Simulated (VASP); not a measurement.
A run of VASP 6.6.1:

INCAR

```
ALGO = Normal ; EDIFF = 1E-6
ENCUT = 520 ; ISIF = 2
ISMEAR = 0 ; LASPH = T
LCHARG = F ; LREAL = F
LWAVE = F ; NBANDS = 21
NELM = 60 ; PREC = Accurate
SIGMA = 0.15
```

The input KPOINTS:

```
k-points
0
Gamma
  16 16 16
```

Contents of POSCAR:

```
Ge
1.0
    0.0000000000      2.9534671482      2.9534671482
    2.9534671482      0.0000000000      2.9534671482
    2.9534671482      2.9534671482      0.0000000000
Ge
2
Direct
    0.5000000000      0.5000000000      0.5000000000
    0.7500000000      0.7500000000      0.7500000000
```

Potentials or basis: VASP PAW LDA potentials, release 64 (Ge_d).

Launch:

```console
$ cat potpaw_LDA.64/Ge_d/POTCAR > POTCAR
$ mpirun -np 1 vasp_std > vasp.out
```

Hardware: 1 thread of Intel(R) Xeon(R) 6975P-C (Granite Rapids) (shared host).

**Question.** Estimate the wall time of this run.

**Answer.** Run time: 30 s on 1 thread of Intel(R) Xeon(R) 6975P-C (Granite Rapids), on a shared host, peak memory 0.23 GiB. Counts: scf iterations 10, k points 145.
